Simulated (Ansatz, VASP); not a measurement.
**Two plane-wave programs on ZnCu**

The input INCAR:

```
PREC = Accurate
ENCUT = 520
EDIFF = 1E-7
ISMEAR = 0
SIGMA = 0.1
LREAL = F
LASPH = T
NELM = 60
ALGO = Normal
ISIF = 2
LWAVE = F
LCHARG = F
GGA = PE
NBANDS = 18
```

File KPOINTS:

```
regular mesh
0
Gamma
  14 14 14
```

File POSCAR:

```
ZnCu
1.0
    3.0212989744      0.0000000000      0.0000000000
    0.0000000000      3.0212989744      0.0000000000
    0.0000000000      0.0000000000      3.0212989744
Zn Cu
1 1
Direct
    0.5000000000      0.5000000000      0.5000000000
    0.0000000000      0.0000000000      0.0000000000
```

Input for Ansatz:

```yaml
crystal:
  lattice:
    - [3.0212989744, 0.0, 0.0]
    - [0.0, 3.0212989744, 0.0]
    - [0.0, 0.0, 3.0212989744]
  atoms:
    - { symbol: Zn, position: [0.5, 0.5, 0.5] }
    - { symbol: Cu, position: [0.0, 0.0, 0.0] }
basis:
  ecutwfc: 420
kpoints:
  mp_grid: { grid: [14, 14, 14] }
hamiltonian:
  xc: pbe
scf:
  occupations: { method: gaussian, width: 0.1 }
output:
  forces: true
  stress: true
  eigenvalues: true
  write_density: true
  write_potential: true
  elf: true
  volumetric_format: npy
```

Alike in both runs: task single point; functional PBE; k mesh 14 × 14 × 14; occupations gaussian, width 0.1 eV; no spin polarisation.

```csv
,VASP,Ansatz
version,VASP 6.6.1,Ansatz 0.2.0
potentials or method,"VASP PAW PBE potentials, release 64 (Zn, Cu), cutoff 520 eV","scalar-relativistic, plane waves, PAW"
valence electrons in the cell,23,31
```

```csv
,VASP,Ansatz,Ansatz less VASP
gap on the k mesh at the Fermi level (eV),none,none,-
pressure (GPa),-5.3,-5.8,-0.45
```

A gap of «none» marks a metal or a gap that the smearing closes. With one functional, cell and mesh, what is left measures potentials, basis and numerics. VASP's potentials hold 23 valence electrons a cell and Ansatz's 31, so a difference there can come from the potentials and not from the codes.
